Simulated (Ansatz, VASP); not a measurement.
# Two plane-wave programs on SiC

The input INCAR:

```
SYSTEM = SiC
PREC = Accurate ; ENCUT = 520
EDIFF = 1E-6 ; ISMEAR = 0
SIGMA = 0.05 ; LREAL = .FALSE.
LASPH = .TRUE. ; NELM = 80
ALGO = Normal ; ISIF = 2
LWAVE = .FALSE. ; LCHARG = .FALSE.
GGA = PE ; IBRION = 2
NSW = 50 ; EDIFFG = -0.01
```

Contents of KPOINTS:

```
regular mesh
0
G
  12 12 6
  0 0 0
```

File POSCAR:

```
SiC
1.0
    2.8786865155      0.0000000000      0.0000000000
   -1.4393432578      2.4930156520      0.0000000000
    0.0000000000      0.0000000000      4.9170844372
Si C
2 2
Direct
    0.3333333333      0.6666666667      0.0045639005
    0.6666666667      0.3333333333      0.5045639005
    0.3333333333      0.6666666667      0.3804360995
    0.6666666667      0.3333333333      0.8804360995
```

Input for Ansatz:

```yaml
crystal:
  lattice:
    - [2.8786865155, 0.0, 0.0]
    - [-1.4393432578, 2.493015652, 0.0]
    - [0.0, 0.0, 4.9170844372]
  atoms:
    - { symbol: Si, position: [0.3333333333, 0.6666666667, 0.0045639005] }
    - { symbol: Si, position: [0.6666666667, 0.3333333333, 0.5045639005] }
    - { symbol: C, position: [0.3333333333, 0.6666666667, 0.3804360995] }
    - { symbol: C, position: [0.6666666667, 0.3333333333, 0.8804360995] }
basis:
  ecutwfc: 520.0
kpoints:
  mp_grid: { grid: [12, 12, 6] }
hamiltonian:
  xc: pbe
  pseudopotentials: { kind: paw, azcp: { folder: soft_1 } }
scf:
  occupations: { method: gaussian, width: 0.05 }
output:
  forces: true
  stress: true
  eigenvalues: true
relax:
  adjacent_minimum: "off"
  f_tol: 0.01
  max_steps: 30
```

Alike in both runs: task relaxation of the atoms; functional PBE; k mesh 12 × 12 × 6; occupations gaussian, width 0.05 eV; no spin polarisation.

```csv
,VASP,Ansatz
version,VASP 6.6.1,Ansatz 0.2.0
potentials or method,"VASP PAW PBE potentials, release 64 (Si, C), cutoff 520 eV","scalar-relativistic, plane waves, PAW"
valence electrons in the cell,16,16
```

VASP gave:

| Quantity | Value |
| --- | --- |
| gap on the k mesh at the Fermi level, each at its own relaxed structure (eV) | 1.51 |

Task: Estimate Ansatz's values.

Result: gap on the k mesh at the Fermi level, each at its own relaxed structure (eV): 1.52.

Ansatz's warnings: stress scf threshold loose.
